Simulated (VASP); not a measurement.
# BN (Pm) in VASP: single point with PBE+D3(BJ)

Aim: the single point of BN with PBE+D3(BJ).

Everything below comes from runs of VASP 6.6.1. Logs are shortened: lines on timing, memory, paths and dates and some standing lists are left out, and cuts for length are marked.

## (1) The cell of the first run

It takes space group Pm (No. 6, monoclinic). Conventional cell: a = 2.506 Å, b = 6.617 Å, c = 2.506 Å, α = 90.00°, β = 120.00°, γ = 90.00°. Within 1.3 Å of B (site symmetry m) lie 1 N at 0.94 Å. B (site symmetry m) has 3 N at 1.45 Å within 1.9 Å. Within 1.9 Å of N (site symmetry m) lie 3 B at 1.45 Å. Within 1.3 Å of N (site symmetry m) lie 1 B at 0.94 Å.

## (2) Single point, PBE+D3(BJ)

Contents of INCAR:

```
SYSTEM = BN
PREC = Accurate ; ENCUT = 600
EDIFF = 1E-6 ; ISMEAR = 1
SIGMA = 0.05 ; LREAL = .False.
LASPH = .True. ; NELM = 120
ALGO = Normal ; ISIF = 2
LWAVE = .False. ; LCHARG = .False.
GGA = PE ; IVDW = 12
NBANDS = 16 ; GGA_COMPAT = .False.
```

Contents of KPOINTS:

```
regular mesh
0
Gamma
  12 12 4
  0 0 0
```

Contents of POSCAR:

```
BN
1.0
    2.5064381059      0.0000000000      0.0000000000
   -1.2532190530      2.1706390727      0.0000000000
    0.0000000000      0.0000000000      6.6168468515
B N
2 2
Direct
    0.1998345165      0.5689387500      0.2500000000
    0.6665960297      0.3332816235      0.7500000000
    0.3333253101      0.6666607933      0.7500000000
    0.7697578480      0.4088013159      0.2500000000
```

Potentials or basis: VASP PAW PBE potentials, release 64 (B, N).

Run with:

```console
$ cat potpaw_PBE.64/B/POTCAR potpaw_PBE.64/N/POTCAR > POTCAR
$ mpirun -np 1 vasp_std > vasp.out
```

OUTCAR:

```text
SYSTEM = BN
   PREC = Accurate
   ENCUT = 600
   EDIFF = 1E-6
   ISMEAR = 1
   LREAL = .False.
   LASPH = .True.
   NELM = 120
   ISIF = 2
   GGA = PE
   IVDW = 12
 IVDW          = 12

 ion  position               nearest neighbor table
   1  0.200  0.569  0.250-   4 0.94   4 1.67   4 1.86
   2  0.667  0.333  0.750-   3 1.45   3 1.45   3 1.45
   3  0.333  0.667  0.750-   2 1.45   2 1.45   2 1.45
   4  0.770  0.409  0.250-   1 0.94   1 1.67   1 1.86

 -----------------------------------------------------------------------------
|                                                                             |
|           W    W    AA    RRRRR   N    N  II  N    N   GGGG   !!!           |
|           W    W   A  A   R    R  NN   N  II  NN   N  G    G  !!!           |
|           W    W  A    A  R    R  N N  N  II  N N  N  G       !!!           |
|           W WW W  AAAAAA  RRRRR   N  N N  II  N  N N  G  GGG   !            |
|           WW  WW  A    A  R   R   N   NN  II  N   NN  G    G                |
|           W    W  A    A  R    R  N    N  II  N    N   GGGG   !!!           |
|                                                                             |
|     The distance between some ions is very small. Please check the          |
|     nearest-neighbor list in the OUTCAR file.                               |
|     I HOPE YOU KNOW WHAT YOU ARE DOING!                                     |
|                                                                             |
 -----------------------------------------------------------------------------

  LATTYP: Found a hexagonal cell.
 ALAT       =     2.5064381059
 C/A-ratio  =     2.6399402546

  Lattice vectors:

 A1 = (   2.5064381059,   0.0000000000,   0.0000000000)
 A2 = (  -1.2532190530,   2.1706390727,   0.0000000000)
 A3 = (   0.0000000000,   0.0000000000,   6.6168468515)

Analysis of symmetry for initial positions (statically):
=====================================================================
 Subroutine PRICEL returns:
 Original cell was already a primitive cell.

 Routine SETGRP: Setting up the symmetry group for a
 hexagonal supercell.

 Subroutine GETGRP returns: Found  2 space group operations
 (whereof  1 operations were pure point group operations)
 out of a pool of 24 trial point group operations.

The static configuration has the point symmetry C_1 .
 The point group associated with its full space group is C_1h.

Analysis of symmetry for dynamics (positions and initial velocities):
=====================================================================
 Subroutine PRICEL returns:
 Original cell was already a primitive cell.

 Routine SETGRP: Setting up the symmetry group for a
 hexagonal supercell.

 Subroutine GETGRP returns: Found  2 space group operations
 (whereof  1 operations were pure point group operations)
 out of a pool of 24 trial point group operations.

The dynamic configuration has the point symmetry C_1 .
 The point group associated with its full space group is C_1h.

 Subroutine INISYM returns: Found  2 space group operations
 (whereof  1 operations are pure point group operations),
 and found     1 'primitive' translations

----------------------------------------------------------------------------------------

                                     Primitive cell

  volume of cell :      35.9994

  direct lattice vectors                    reciprocal lattice vectors
     2.506438106  0.000000000  0.000000000     0.398972549  0.230346909  0.000000000
    -1.253219053  2.170639073  0.000000000     0.000000000  0.460693817  0.000000000
     0.000000000  0.000000000  6.616846852     0.000000000  0.000000000  0.151129386

  length of vectors
     2.506438106  2.506438106  6.616846852     0.460693817  0.460693817  0.151129386

  position of ions in fractional coordinates (direct lattice)
     0.199834516  0.568938750  0.250000000
     0.666596030  0.333281623  0.750000000
     0.333325310  0.666660793  0.750000000
     0.769757848  0.408801316  0.250000000

  ion indices of the primitive-cell ions
   primitive index   ion index
                 1           1
                 2           2
                 3           3
                 4           4

----------------------------------------------------------------------------------------

 KPOINTS: regular mesh

Automatic generation of k-mesh.
 Grid dimensions read from file:
 generate k-points for:   12   12    4

 Generating k-lattice:

  Cartesian coordinates                     Fractional coordinates (reciprocal lattice)
     0.033247712  0.019195576  0.000000000     0.083333333  0.000000000  0.000000000
     0.000000000  0.038391151  0.000000000     0.000000000  0.083333333  0.000000000
     0.000000000  0.000000000  0.037782346     0.000000000  0.000000000  0.250000000

  Length of vectors
     0.038391151  0.038391151  0.037782346

  Shift w.r.t. Gamma in fractional coordinates (k-lattice)
     0.000000000  0.000000000  0.000000000

 Subroutine IBZKPT returns following result:
 ===========================================

 Found    222 irreducible k-points:

 Following reciprocal coordinates:
            Coordinates               Weight
  0.000000  0.000000  0.000000      1.000000
  0.083333 -0.000000  0.000000      2.000000
  0.000000  0.083333  0.000000      2.000000
 -0.083333  0.083333  0.000000      2.000000
  0.166667  0.000000  0.000000      2.000000
  0.000000  0.166667  0.000000      2.000000
[... 16 lines left out ...]
  0.166667  0.083333  0.000000      2.000000
 -0.083333  0.250000  0.000000      2.000000
 [... further k-points ...]
   k-points           NKPTS =    222   k-points in BZ     NKDIM =    222   number of bands    NBANDS=     16
   number of dos      NEDOS =    301   number of ions     NIONS =      4
   total plane-waves  NPLWV =  21600
   dimension x,y,z NGX =    20 NGY =   20 NGZ =   54
   dimension x,y,z NGXF=    40 NGYF=   40 NGZF=  108
   ions per type =               2   2
   NGX,Y,Z   is equivalent  to a cutoff of  13.27, 13.27, 13.57 a.u.
   NGXF,Y,Z  is equivalent  to a cutoff of  26.53, 26.53, 27.13 a.u.
 SYSTEM =  BN
   PREC   = accura    normal or accurate (medium, high low for compatibility)
   ISTART =      0    job   : 0-new  1-cont  2-samecut
   ICHARG =      2    charge: 1-file 2-atom 10-const
   ISPIN  =      1    spin polarized calculation?
   LNONCOLLINEAR =      F non collinear calculations
   LSORBIT =      F    spin-orbit coupling
   LASPH  =      T    aspherical Exc in radial PAW
   ENCUT  =  600.0 eV  44.10 Ry    6.64 a.u.   5.01  5.01 13.22*2*pi/ulx,y,z
   NELM   =    120;   NELMIN=  2; NELMDL= -5     # of ELM steps
   EDIFF  = 0.1E-05   stopping-criterion for ELM
   LREAL  =      F    real-space projection
   EDIFFG = 0.1E-04   stopping-criterion for IOM
   NSW    =      0    number of steps for IOM
   IBRION =     -1    ionic relax: 0-MD 1-quasi-New 2-CG
   NFREE  =      0    steps in history (QN), initial steepest desc. (CG)
   ISIF   =      2    stress and relaxation
   ISYM   =      2    0-nonsym 1-usesym 2-fastsym
   POTIM  = 0.5000    time-step for ionic-motion
   TEBEG  =    0.0;   TEEND  =   0.0 temperature during run
   PSTRESS=    0.0 pullay stress
   NELECT =      16.0000    total number of electrons
   NUPDOWN=      -1.0000    fix difference up-down
   EMIN   =  10.00;   EMAX   =-10.00  energy-range for DOS
   EFERMI =   0.00;   METHOD = LEGACY
   ISMEAR =     1;   SIGMA  =   0.05  broadening in eV -4-tet -1-fermi 0-gaus
   EFERMI_NEDOS =   21; number of points for ismear=-14 and -15
   IALGO  =     38    algorithm
   IMIX   =      4    mixing-type and parameters
     AMIX     =   0.40;   BMIX     =  1.00
     AMIX_MAG =   1.60;   BMIX_MAG =  1.00
  volume/ion in A,a.u.               =       9.00        60.73
  Fermi-wavevector in a.u.,A,eV,Ry     =   1.249347  2.360923 21.236883  1.560867
  Thomas-Fermi vector in A             =   2.383391
   LORBIT       =      0    0 simple, 1 ext, 2 COOP (PROOUT), +10 PAW based schemes
   GGA     = PE    functional components
   LHFCALC =     F    Hartree Fock is set to
   AEXX    =    0.0000 exact exchange contribution
   IVDW    =    12    specifies the selected vdW correction
   LEPSILON=     F    determine dielectric tensor
   LRPA    =     F    only Hartree local field effects (RPA)
 non-spin polarized calculation
 Methfessel and Paxton  Order N= 1 SIGMA  =   0.05
  energy-cutoff  :      600.00
  volume of cell :       36.00
 maximum number of plane-waves:      1224
   NGX =  9   NGY =  9   NGZ = 27

 number of electron      15.9999999 magnetization

 Free energy of the ion-electron system (eV)
  ---------------------------------------------------
  ext. energy  EPLUGINS =         0.00000000
  ---------------------------------------------------
  free energy    TOTEN  =       -23.94155480 eV

  energy without entropy =      -23.94157557  energy(sigma->0) =      -23.94156172

 E-fermi :   2.8722     XC(G=0):  -9.9382

 val. band max:        2.8302326219   @ k =   0.0000   0.0000   0.5000
 cond. band min:       6.5174117457   @ k =   0.5000   0.5000   0.0000
 fundamental gap:      3.6871791238
 Fermi energy:         2.8721547643

 k-point     1 :       0.0000    0.0000    0.0000
  band No.  band energies     occupation
      1     -15.7412      2.00000
      2     -14.9882      2.00000
      3      -4.4047      2.00000
      4      -2.6795      2.00000
      5      -2.3994      2.00000
      6       0.6040      2.00000
[... 8 lines left out ...]
     15      15.9390      0.00000
     16      15.9956      0.00000

 k-point     2 :       0.0833   -0.0000    0.0000
  band No.  band energies     occupation
      1     -15.6084      2.00000
      2     -14.8973      2.00000
      3      -4.2243      2.00000
      4      -2.8329      2.00000
      5      -2.2385      2.00000
      6       0.0484      2.00000
[... 8 lines left out ...]
     15      15.3721      0.00000
     16      16.3711      0.00000
[... 387 lines left out ...]
      5      -2.3554      2.00000
      6      -1.3401      2.00000
[... 8 lines left out ...]
     15      16.2806      0.00000
     16      18.0713      0.00000

 k-point    24 :      -0.0833    0.2500    0.0000
  band No.  band energies     occupation
      1     -14.8307      2.00000
      2     -14.1587      2.00000
      3      -3.8128      2.00000
      4      -3.3119      2.00000
      5      -2.3574      2.00000
      6      -1.3988      2.00000
[... 8 lines left out ...]
     15      16.8812      0.00000
     16      18.3207      0.00000

 [... further k-points ...]

------------------------ aborting loop because EDIFF is reached ----------------------------------------

 Edisp (eV)   -0.56859

 E8    (eV) :    -0.1666

  FORCE on cell =-STRESS in cart. coord.  units (eV):
  Direction    XX          YY          ZZ          XY          YZ          ZX
  --------------------------------------------------------------------------------------
  -------------------------------------------------------------------------------------
  Total      51.18238    10.31599    -0.08839    21.51216     0.00000     0.00000
  in kB    2277.90383   459.11948    -3.93378   957.41217     0.00000     0.00000
  external pressure =      911.03 kB  Pullay stress =        0.00 kB

 VOLUME and BASIS-vectors are now :
 -----------------------------------------------------------------------------
  energy-cutoff  :      600.00
  volume of cell :       36.00
      direct lattice vectors                 reciprocal lattice vectors
     2.506438106  0.000000000  0.000000000     0.398972549  0.230346909  0.000000000
    -1.253219053  2.170639073  0.000000000     0.000000000  0.460693817  0.000000000
     0.000000000  0.000000000  6.616846852     0.000000000  0.000000000  0.151129386

 POSITION                                       TOTAL-FORCE (eV/Angst)
 -----------------------------------------------------------------------------------
     -0.21213      1.23496      1.65421        66.508342     25.792319      0.000000
      1.25311      0.72343      4.96264        -0.002019      0.001183      0.000000
     -0.00001      1.44708      4.96264         0.027330      0.009626      0.000000
      1.41703      0.88736      1.65421       -66.533652    -25.803128      0.000000
 -----------------------------------------------------------------------------------
    total drift:                                0.000974      0.000387     -0.000000

  FREE ENERGIE OF THE ION-ELECTRON SYSTEM (eV)
  ---------------------------------------------------
  free  energy   TOTEN  =       -24.5101444979 eV

  energy  without entropy=      -24.5101652777  energy(sigma->0) =      -24.51015142
```

Run time: 4.1 min. Hardware: 1 thread of Intel Xeon 8259CL, shared host; peak memory 0.26 GiB.

What came out:

| Quantity | Value |
| --- | --- |
| Free energy | -24.5101 eV |
| Pressure | 91.1 GPa |
| Largest force | 71.362 eV/Å |
| Band gap on the k mesh | 3.69 eV, indirect (least direct gap 4.64 eV) |
| Dispersion energy per atom | -0.142 eV |

Forces on the atoms (eV/Å):
```
B    66.508  25.792   0.000
B    -0.002   0.001   0.000
N     0.027   0.010   0.000
N   -66.534 -25.803   0.000
```

Stress tensor (GPa, compression positive):
```
227.79  95.74   0.00
 95.74  45.91   0.00
  0.00   0.00  -0.39
```

Caveat: forces of over 1 eV/Å act on the atoms, so gaps and moduli don't describe the material at rest.
